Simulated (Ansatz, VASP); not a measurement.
## RbBr in VASP and in Ansatz

INCAR

```
SYSTEM = RbBr
PREC = Accurate
ENCUT = 520
EDIFF = 1E-6
ISMEAR = 0
SIGMA = 0.05
LREAL = .False.
LASPH = .True.
NELM = 80
ALGO = Normal
ISIF = 2
LWAVE = .False.
LCHARG = .False.
GGA = PS
NBANDS = 15
```

KPOINTS

```
regular mesh
0
Gamma
  6 6 6
  0 0 0
```

POSCAR

```
RbBr
1.0
    4.1260773000      0.0000000000      0.0000000000
    0.0000000000      4.1260773000      0.0000000000
    0.0000000000      0.0000000000      4.1260773000
Rb Br
1 1
Direct
    0.0000000000      0.0000000000      0.0000000000
    0.5000000000      0.5000000000      0.5545312130
```

Input for Ansatz:

```yaml
crystal:
  lattice:
    - [4.1260773, 0.0, 0.0]
    - [0.0, 4.1260773, 0.0]
    - [0.0, 0.0, 4.1260773]
  atoms:
    - { symbol: Rb, position: [0.0, 0.0, 0.0] }
    - { symbol: Br, position: [0.5, 0.5, 0.554531213] }
basis:
  ecutwfc: 420
kpoints:
  mp_grid: { grid: [6, 6, 6] }
hamiltonian:
  xc: pbesol
scf:
  occupations: { method: gaussian, width: 0.05 }
output:
  forces: true
  stress: true
  eigenvalues: true
```

Change from the starting cell: all Br atoms moved +0.225 Å, as atom 2 along Cartesian [0 0 1].

Alike in both runs: task single point; functional PBEsol; k mesh 6 × 6 × 6; occupations gaussian, width 0.05 eV; no spin polarisation.

```csv
,VASP,Ansatz
version,VASP 6.6.1,Ansatz 0.2.0
potentials or method,"VASP PAW PBE potentials, release 64 (Rb_sv, Br), cutoff 520 eV","scalar-relativistic, plane waves, PAW"
valence electrons in the cell,16,16
```

```csv
,VASP,Ansatz,Ansatz less VASP
gap on the k mesh at the Fermi level (eV),3.92,3.92,+0.001
least direct gap on the mesh (eV),4.07,4.08,0.000
pressure (GPa),-0.3,-0.4,-0.04
"traceless stress, the component that is largest in VASP (GPa)",-0.05,-0.05,+0.002
rms of the force components (eV/Å),0.088,0.087,-0.0017
```

VASP's potentials were made for PBE, not for PBEsol. Atom by atom the forces differ by 0.002 eV/Å (rms over components). The functional is the same, so the differences come from potentials, cutoffs and numerics.
